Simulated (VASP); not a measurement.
# KTaO3 (Pm-3m) in VASP: further runs

The runs below take KTaO3 through single point, with r2SCAN.

All numbers are computed with VASP 6.6.1; they aren't measurements. Logs are shortened: lines on timing, memory, paths and dates and some standing lists are left out, and cuts for length are marked.

## (1) The cell of the first run

Symmetry: Pm-3m, No. 221, cubic system. Conventional cell: a = 3.990 Å, b = 3.990 Å, c = 3.990 Å, α = 90.00°, β = 90.00°, γ = 90.00°. K (site symmetry m-3m) has 12 O at 2.82 Å and 8 Ta at 3.46 Å within 3.7 Å. Ta (site symmetry m-3m) has 6 O at 2.00 Å within 2.6 Å. O (site symmetry 4/mmm) has 2 Ta at 2.00 Å within 2.6 Å.

## (2) Single point, r2SCAN

POSCAR reads:

```
KTaO3
1.0
    3.9901311030      0.0000000000      0.0000000000
    0.0000000000      3.9901311030      0.0000000000
    0.0000000000      0.0000000000      3.9901311030
K Ta O
1 1 3
Direct
    0.0000000000      0.0000000000      0.0000000000
    0.5000000000      0.5000000000      0.5000000000
    0.5000000000      0.5000000000      0.0000000000
    0.5000000000      0.0000000000      0.5000000000
    0.0000000000      0.5000000000      0.5000000000
```

INCAR.step1 reads:

```
SYSTEM = KTaO3
PREC = Accurate
ENCUT = 520
ISMEAR = 0
SIGMA = 0.01
LREAL = .FALSE.
LASPH = .TRUE.
NELM = 100
NBANDS = 27
GGA = PE
ALGO = Normal
EDIFF = 1E-4
LWAVE = .TRUE.
LCHARG = .FALSE.
```

INCAR.step2 reads:

```
SYSTEM = KTaO3
PREC = Accurate
ENCUT = 520
EDIFF = 1E-7
ISMEAR = 0
SIGMA = 0.01
LREAL = .FALSE.
LASPH = .TRUE.
NELM = 100
ALGO = Normal
ISIF = 2
LWAVE = .FALSE.
LCHARG = .FALSE.
METAGGA = R2SCAN
LMIXTAU = .TRUE.
NBANDS = 27
ISTART = 1
```

KPOINTS reads:

```
Automatic mesh
0
G
  6 6 6
  0 0 0
```

Potentials or basis: VASP PAW PBE potentials, release 64 (K_sv, Ta_pv, O).

Started as:

```bash
$ cat potpaw_PBE.64/K_sv/POTCAR potpaw_PBE.64/Ta_pv/POTCAR potpaw_PBE.64/O/POTCAR > POTCAR
$ cp INCAR.step1 INCAR
$ mpirun -np 1 vasp_std > vasp.out
$ cp INCAR.step2 INCAR
$ mpirun -np 1 vasp_std > vasp.out
```

OUTCAR:

```text
SYSTEM = KTaO3
   PREC = Accurate
   ENCUT = 520
   EDIFF = 1E-7
   ISMEAR = 0
   LREAL = .FALSE.
   LASPH = .TRUE.
   NELM = 100
   ISIF = 2
   METAGGA = R2SCAN
   ISTART = 1

 ion  position               nearest neighbor table
   1  0.000  0.000  0.000-   3 2.82   4 2.82   5 2.82   4 2.82   5 2.82   3 2.82   5 2.82   5 2.82
                             3 2.82   4 2.82   4 2.82   3 2.82   2 3.46   2 3.46   2 3.46   2 3.46
   2  0.500  0.500  0.500-   3 2.00   4 2.00   5 2.00   3 2.00   4 2.00   5 2.00   1 3.46   1 3.46
                             1 3.46   1 3.46   1 3.46   1 3.46   1 3.46   1 3.46
   3  0.500  0.500  0.000-   2 2.00   2 2.00   1 2.82   1 2.82   1 2.82   1 2.82
   4  0.500  0.000  0.500-   2 2.00   2 2.00   1 2.82   1 2.82   1 2.82   1 2.82
   5  0.000  0.500  0.500-   2 2.00   2 2.00   1 2.82   1 2.82   1 2.82   1 2.82

  LATTYP: Found a simple cubic cell.
 ALAT       =     3.9901311030

  Lattice vectors:

 A1 = (   3.9901311030,   0.0000000000,   0.0000000000)
 A2 = (   0.0000000000,   3.9901311030,   0.0000000000)
 A3 = (   0.0000000000,   0.0000000000,   3.9901311030)

Analysis of symmetry for initial positions (statically):
=====================================================================
 Subroutine PRICEL returns:
 Original cell was already a primitive cell.

 Routine SETGRP: Setting up the symmetry group for a
 simple cubic supercell.

 Subroutine GETGRP returns: Found 48 space group operations
 (whereof 48 operations were pure point group operations)
 out of a pool of 48 trial point group operations.

The static configuration has the point symmetry O_h .

Analysis of symmetry for dynamics (positions and initial velocities):
=====================================================================
 Subroutine PRICEL returns:
 Original cell was already a primitive cell.

 Routine SETGRP: Setting up the symmetry group for a
 simple cubic supercell.

 Subroutine GETGRP returns: Found 48 space group operations
 (whereof 48 operations were pure point group operations)
 out of a pool of 48 trial point group operations.

The dynamic configuration has the point symmetry O_h .

 Subroutine INISYM returns: Found 48 space group operations
 (whereof 48 operations are pure point group operations),
 and found     1 'primitive' translations

----------------------------------------------------------------------------------------

[... 94 lines left out ...]
   LREAL  =      F    real-space projection
   EDIFFG = 0.1E-05   stopping-criterion for IOM
   NSW    =      0    number of steps for IOM
   IBRION =     -1    ionic relax: 0-MD 1-quasi-New 2-CG
   NFREE  =      0    steps in history (QN), initial steepest desc. (CG)
   ISIF   =      2    stress and relaxation
   ISYM   =      2    0-nonsym 1-usesym 2-fastsym
   POTIM  = 0.5000    time-step for ionic-motion
   TEBEG  =    0.0;   TEEND  =   0.0 temperature during run
   PSTRESS=    0.0 pullay stress
   NELECT =      38.0000    total number of electrons
   NUPDOWN=      -1.0000    fix difference up-down
   EMIN   =  10.00;   EMAX   =-10.00  energy-range for DOS
   EFERMI =   0.00;   METHOD = LEGACY
   ISMEAR =     0;   SIGMA  =   0.01  broadening in eV -4-tet -1-fermi 0-gaus
   EFERMI_NEDOS =   21; number of points for ismear=-14 and -15
   IALGO  =     38    algorithm
   IMIX   =      4    mixing-type and parameters
     AMIX     =   0.40;   BMIX     =  1.00
     AMIX_MAG =   1.60;   BMIX_MAG =  1.00
  volume/ion in A,a.u.               =      12.71        85.74
  Fermi-wavevector in a.u.,A,eV,Ry     =   1.379375  2.606640 25.887452  1.902674
  Thomas-Fermi vector in A             =   2.504350
   LORBIT       =      0    0 simple, 1 ext, 2 COOP (PROOUT), +10 PAW based schemes
   METAGGA = R2SCAN    functional components
   LHFCALC =     F    Hartree Fock is set to
   AEXX    =    0.0000 exact exchange contribution
   IVDW    =     0    specifies the selected vdW correction
   LEPSILON=     F    determine dielectric tensor
   LRPA    =     F    only Hartree local field effects (RPA)
 non-spin polarized calculation
 Gauss-broadening in eV      SIGMA  =   0.01
  energy-cutoff  :      520.00
  volume of cell :       63.53
 maximum number of plane-waves:      1743
 NGX is ok and might be reduce to    30
   NGX = 15   NGY = 15   NGZ = 15

 number of electron      37.9999976 magnetization

 Free energy of the ion-electron system (eV)
  ---------------------------------------------------
  ext. energy  EPLUGINS =         0.00000000
  ---------------------------------------------------
  free energy    TOTEN  =       -87.16250024 eV

  energy without entropy =      -87.16250024  energy(sigma->0) =      -87.16250024

 E-fermi :   1.5254     XC(G=0): -11.5498

 val. band max:        1.4103922580   @ k =   0.5000   0.5000   0.5000
 cond. band min:       4.0049130380   @ k =   0.0000   0.0000   0.0000
 fundamental gap:      2.5945207800
 Fermi energy:         1.5254393349

 k-point     1 :       0.0000    0.0000    0.0000
  band No.  band energies     occupation
      1     -33.8759      2.00000
      2     -33.8759      2.00000
      3     -33.8759      2.00000
      4     -27.0405      2.00000
      5     -17.1366      2.00000
      6     -16.4685      2.00000
[... 589 lines left out ...]
     26      12.7599      0.00000
     27      13.2673      0.00000

------------------------ aborting loop because EDIFF is reached ----------------------------------------

  FORCE on cell =-STRESS in cart. coord.  units (eV):
  Direction    XX          YY          ZZ          XY          YZ          ZX
  --------------------------------------------------------------------------------------
  -------------------------------------------------------------------------------------
  Total        0.3656583      0.3656583      0.3656583      0.0000000     -0.0000000      0.0000000
  in kB        9.2219874      9.2219874      9.2219874      0.0000000     -0.0000000      0.0000000
  external PRESSURE =       9.2219874 kB  Pullay stress =       0.0000000 kB

 VOLUME and BASIS-vectors are now :
 -----------------------------------------------------------------------------
  energy-cutoff  :      520.00
  volume of cell :       63.53
      direct lattice vectors                 reciprocal lattice vectors
     3.990131103  0.000000000  0.000000000     0.250618332  0.000000000  0.000000000
     0.000000000  3.990131103  0.000000000     0.000000000  0.250618332  0.000000000
     0.000000000  0.000000000  3.990131103     0.000000000  0.000000000  0.250618332

 POSITION                                       TOTAL-FORCE (eV/Angst)
 -----------------------------------------------------------------------------------
      0.00000      0.00000      0.00000         0.000000      0.000000      0.000000
      1.99507      1.99507      1.99507         0.000000      0.000000      0.000000
      1.99507      1.99507      0.00000         0.000000      0.000000      0.000000
      1.99507      0.00000      1.99507         0.000000      0.000000      0.000000
      0.00000      1.99507      1.99507         0.000000      0.000000      0.000000
 -----------------------------------------------------------------------------------
    total drift:                                0.000000      0.000000     -0.000000

  FREE ENERGIE OF THE ION-ELECTRON SYSTEM (eV)
  ---------------------------------------------------
  free  energy   TOTEN  =       -87.1625002429 eV

  energy  without entropy=      -87.1625002429  energy(sigma->0) =      -87.16250024
```

OSZICAR.step1:

```text
N       E                     dE             d eps       ncg     rms          rms(c)
DAV:   1     0.332151874397E+03    0.33215E+03   -0.21237E+04  1080   0.144E+03
DAV:   2    -0.302681017573E+02   -0.36242E+03   -0.34954E+03  1260   0.406E+02
DAV:   3    -0.491428755889E+02   -0.18875E+02   -0.18780E+02  1383   0.900E+01
DAV:   4    -0.495987297694E+02   -0.45585E+00   -0.45509E+00  1832   0.118E+01
DAV:   5    -0.496017170964E+02   -0.29873E-02   -0.29870E-02  1355   0.908E-01    0.339E+01
DAV:   6    -0.412645038324E+02    0.83372E+01   -0.34557E+01  1288   0.396E+01    0.130E+01
DAV:   7    -0.410974792511E+02    0.16702E+00   -0.16415E+00  1405   0.835E+00    0.921E+00
DAV:   8    -0.410523925467E+02    0.45087E-01   -0.39464E-01  1284   0.523E+00    0.294E+00
DAV:   9    -0.410339082801E+02    0.18484E-01   -0.33896E-02  1316   0.144E+00    0.483E-01
DAV:  10    -0.410323193576E+02    0.15889E-02   -0.14322E-02  1424   0.762E-01    0.889E-02
DAV:  11    -0.410322913196E+02    0.28038E-04   -0.10408E-03  1446   0.199E-01    0.305E-02
DAV:  12    -0.410323176676E+02   -0.26348E-04   -0.42849E-05   893   0.571E-02
   1 F= -.41032318E+02 E0= -.41032318E+02  d E =-.209231E-34
```

Wall time 4.6 min (1 thread of Intel Xeon 8259CL, shared host); peak memory 0.19 GiB.

What came out:

| Quantity | Value |
| --- | --- |
| Free energy | -87.1625 eV |
| Pressure | 0.9 GPa |
| Band gap on the k mesh | 2.59 eV (least direct gap 3.25 eV) |

Levels at points of the mesh, in eV from the valence-band top:
| k point | band 17 | band 18 | band 19 | band 20 | band 21 | band 22 |
| --- | --- | --- | --- | --- | --- | --- |
| (0.00, 0.00, 0.00) | -0.65 | -0.65 | -0.65 | 2.59 | 2.59 | 2.59 |
| (0.50, 0.00, 0.00) | -1.54 | -0.89 | -0.89 | 2.75 | 5.43 | 5.43 |
| (0.50, 0.50, 0.00) | -1.46 | -1.46 | -0.04 | 5.46 | 5.46 | 6.77 |
| (0.50, 0.50, 0.50) | 0.00 | 0.00 | 0.00 | 6.91 | 6.91 | 6.91 |

Caveat: the PAW data sets were made with another functional, which shifts forces and pressure a little; spin-orbit coupling is left out, which moves the levels of the heavy elements. A k mesh can miss the band edges.

## (3) Single point, r2SCAN (strain +1.0%)

POSCAR, as its differences from that of step 2:

```diff
@@ -2,5 +2,5 @@
 1.0
-    3.9901311030      0.0000000000      0.0000000000
-    0.0000000000      3.9901311030      0.0000000000
-    0.0000000000      0.0000000000      3.9901311030
+    4.0300324140      0.0000000000      0.0000000000
+    0.0000000000      4.0300324140      0.0000000000
+    0.0000000000      0.0000000000      4.0300324140
 K Ta O
```

INCAR.step1 reads:

```
SYSTEM = KTaO3
  PREC = Accurate
  ENCUT = 520
  ISMEAR = 0
  SIGMA = 0.01
  LREAL = .FALSE.
  LASPH = .TRUE.
  NELM = 100
  NBANDS = 27
  GGA = PE
  ALGO = Normal
  EDIFF = 1E-4
  LWAVE = .TRUE.
  LCHARG = .FALSE.
```

INCAR.step2 reads:

```
SYSTEM = KTaO3
  PREC = Accurate
  ENCUT = 520
  EDIFF = 1E-6
  ISMEAR = 0
  SIGMA = 0.01
  LREAL = .FALSE.
  LASPH = .TRUE.
  NELM = 100
  ALGO = Normal
  ISIF = 2
  LWAVE = .FALSE.
  LCHARG = .FALSE.
  METAGGA = R2SCAN
  LMIXTAU = .TRUE.
  NBANDS = 27
  ISTART = 1
```

KPOINTS is that of step 2.

Potentials or basis: VASP PAW PBE potentials, release 64 (K_sv, Ta_pv, O).

Started as:

```bash
$ cat potpaw_PBE.64/K_sv/POTCAR potpaw_PBE.64/Ta_pv/POTCAR potpaw_PBE.64/O/POTCAR > POTCAR
$ cp INCAR.step1 INCAR
$ mpirun -np 1 vasp_std > vasp.out
$ cp INCAR.step2 INCAR
$ mpirun -np 1 vasp_std > vasp.out
```

OUTCAR:

```text
SYSTEM = KTaO3
   PREC = Accurate
   ENCUT = 520
   EDIFF = 1E-6
   ISMEAR = 0
   LREAL = .FALSE.
   LASPH = .TRUE.
   NELM = 100
   ISIF = 2
   METAGGA = R2SCAN
   ISTART = 1

 ion  position               nearest neighbor table
   1  0.000  0.000  0.000-   3 2.85   4 2.85   5 2.85   4 2.85   5 2.85   3 2.85   5 2.85   5 2.85
                             3 2.85   4 2.85   4 2.85   3 2.85   2 3.49   2 3.49   2 3.49   2 3.49
   2  0.500  0.500  0.500-   3 2.02   4 2.02   5 2.02   3 2.02   4 2.02   5 2.02   1 3.49   1 3.49
[... 802 lines left out ...]
  -------------------------------------------------------------------------------------
  Total       -2.0625976     -2.0625976     -2.0625976     -0.0000000      0.0000000     -0.0000000
  in kB      -50.4893155    -50.4893155    -50.4893155     -0.0000000      0.0000000     -0.0000000
  external PRESSURE =     -50.4893155 kB  Pullay stress =       0.0000000 kB

 VOLUME and BASIS-vectors are now :
 -----------------------------------------------------------------------------
  energy-cutoff  :      520.00
  volume of cell :       65.45
      direct lattice vectors                 reciprocal lattice vectors
     4.030032414  0.000000000  0.000000000     0.248136962  0.000000000  0.000000000
     0.000000000  4.030032414  0.000000000     0.000000000  0.248136962  0.000000000
     0.000000000  0.000000000  4.030032414     0.000000000  0.000000000  0.248136962

 POSITION                                       TOTAL-FORCE (eV/Angst)
 -----------------------------------------------------------------------------------
      0.00000      0.00000      0.00000         0.000000      0.000000      0.000000
      2.01502      2.01502      2.01502         0.000000      0.000000      0.000000
      2.01502      2.01502      0.00000         0.000000      0.000000      0.000000
      2.01502      0.00000      2.01502         0.000000      0.000000      0.000000
      0.00000      2.01502      2.01502         0.000000      0.000000      0.000000
 -----------------------------------------------------------------------------------
    total drift:                                0.000000      0.000000     -0.000000

  FREE ENERGIE OF THE ION-ELECTRON SYSTEM (eV)
  ---------------------------------------------------
  free  energy   TOTEN  =       -87.1392982756 eV

  energy  without entropy=      -87.1392982756  energy(sigma->0) =      -87.13929828
```

It took 4.1 min on 1 thread of Intel Xeon 8259CL, shared host; peak memory 0.19 GiB.

Results:

* Free energy: -87.1393 eV
* Pressure: -5.0 GPa
* Band gap on the k mesh: 2.52 eV (least direct gap 3.18 eV)

Caveat: the cell differs from its parent crystal (strain +1.0%); the cell stands under tension; the PAW data sets were made with another functional, which shifts forces and pressure a little; spin-orbit coupling is left out, which moves the levels of the heavy elements. A k mesh can miss the band edges.
